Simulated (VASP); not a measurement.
The system is Al.

```
CELL_PARAMETERS angstrom
2.82708 0.00000 0.00000
-1.41354 2.44832 0.00000
0.00000 0.00000 9.18599
ATOMIC_POSITIONS crystal
Al 0.65127 0.31810 0.75372
Al 0.99320 0.99651 0.49419
Al 0.34628 0.67745 0.24799
Al 0.99426 0.99988 0.99927
```

Base run:

```yaml
Program: VASP 6.6.1
Functional: PBEsol
Potentials_or_basis: VASP PAW PBE potentials, release 64 (Al)
Cutoff: 520 eV
k_mesh: 10 × 10 × 3
Occupations: gaussian, width 0.05 eV
Spin: no spin polarisation
```

Its results: band gap on the k mesh zero (band 6 reaches 12.39 eV, above the bottom of band 7 at 6.94 eV); pressure 2.0 GPa; largest force 0.400 eV/Å.

Task: The run is repeated on the same cell with these changes: k mesh from 10 × 10 × 3 to 8 × 8 × 2; further incar settings from ALGO = Normal; EDIFF = 1e-07; NBANDS = 14 to ALGO = Normal; EDIFF = 1e-06; NBANDS = 14. What comes out?

Result: Band gap on the k mesh zero (band 6 reaches 12.20 eV, above the bottom of band 7 at 6.92 eV); pressure 2.6 GPa; largest force 0.378 eV/Å.

Caveats: the PAW data sets were made with another functional, which shifts forces and pressure a little.
